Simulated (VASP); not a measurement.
Input of a VASP 6.6.1 run:

INCAR

```
  ALGO = Normal
  EDIFF = 1E-6
  ENCUT = 520
  GGA = PE
  ISIF = 2
  ISMEAR = 0
  LASPH = True
  LCHARG = False
  LREAL = False
  LWAVE = False
  NBANDS = 36
  NELM = 80
  PREC = Accurate
  SIGMA = 0.1
```

Contents of KPOINTS:

```
k-points
0
Gamma
  6 6 2
```

POSCAR

```
Cd2HgTe3
1.0
    4.6890984305      0.0000000000      0.0000000000
   -2.3445492153      4.0608783617      0.0000000000
    0.0000000000      0.0000000000     11.4630877486
Cd Hg Te
2 1 3
Direct
    0.0000000000      0.0000000000      0.0006636341
    0.6666666667      0.3333333333      0.3332896917
    0.3333333333      0.6666666667      0.6666767206
    0.0000000000      0.0000000000      0.7508547829
    0.3333333333      0.6666666667      0.4155319987
    0.6666666667      0.3333333333      0.0829831720
```

Potentials or basis: VASP PAW PBE potentials, release 64 (Cd, Hg, Te).

Launch:

```sh
$ cat potpaw_PBE.64/Cd/POTCAR potpaw_PBE.64/Hg/POTCAR potpaw_PBE.64/Te/POTCAR > POTCAR
$ mpirun -np 1 vasp_std > vasp.out
```

Problem. Predict the largest force.

Solution. 0.011 eV/Å.

Problem. Predict the band gap on the k mesh.

Solution. Zero (filled and empty bands touch).

Problem. What does it give for the pressure?

Solution. 0.2 GPa.

Forces in eV/Å, atoms in the order of the input:
```
Cd   0.000  0.000  0.000
Cd   0.000  0.000 -0.001
Hg   0.000  0.000  0.001
Te   0.000  0.000 -0.011
Te   0.000  0.000  0.008
Te   0.000  0.000  0.004
```

Caveat: semilocal functionals underestimate gaps, and a narrow one can read as zero; spin-orbit coupling is left out, which moves the levels of the heavy elements.
